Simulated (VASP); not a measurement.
Set up this calculation in VASP 6.6.1, as the native input.

```yaml
Task: single point
Functional: SVWN5
Potentials_or_basis: VASP PAW PBE potentials, release 64 (Os)
Cutoff: 520 eV
k_mesh: 12 × 12 × 12
Occupations: methfessel-paxton, width 0.05 eV
Spin: collinear spin
Starting_moments: "[1.0] μB"
Dipole_correction: no
Further_INCAR_settings: ALGO = Normal; EDIFF = 1e-06; NBANDS = 14
```

The structure of Os lies in POSCAR:

```
Os
1.0
    0.0000000000      1.9052949815      1.9052949815
    1.9052949815      0.0000000000      1.9052949815
    1.9052949815      1.9052949815      0.0000000000
Os
1
Direct
    0.0000000000      0.0000000000      0.0000000000
```

This isn't the form of Os at room conditions, which is hcp.

These files were run (other wordings do the same):

INCAR

```
SYSTEM = Os
ALGO = Normal ; EDIFF = 1E-6
ENCUT = 520 ; GGA = VW
ISIF = 2 ; ISMEAR = 1
ISPIN = 2 ; LASPH = .True.
LCHARG = .False. ; LMAXMIX = 4
LORBIT = 11 ; LREAL = .False.
LWAVE = .False. ; MAGMOM = 1
NBANDS = 14 ; NELM = 150
PREC = Accurate ; SIGMA = 0.05
```

KPOINTS

```
k-points
0
Gamma
  12 12 12
  0 0 0
```

Potentials or basis: VASP PAW PBE potentials, release 64 (Os).

Command:

```console
$ cat potpaw_PBE.64/Os/POTCAR > POTCAR
$ mpirun -np 1 vasp_std > vasp.out
```

Results of the run:

```json
{
 "Pressure": "-1.8 GPa",
 "Band gap on the k mesh": "zero (filled and empty bands overlap)",
 "Net moment": "0.02 μB per cell",
 "Valence electrons inside the program's atomic spheres": "Os 7.53"
}
```

Caveat: the PAW data sets were made with another functional, which shifts forces and pressure a little; spin-orbit coupling is left out, which moves the levels of the heavy elements.

Wall time 46 s on 1 thread of Intel Xeon 8259CL, with other jobs on the host, peak memory 0.14 GiB.
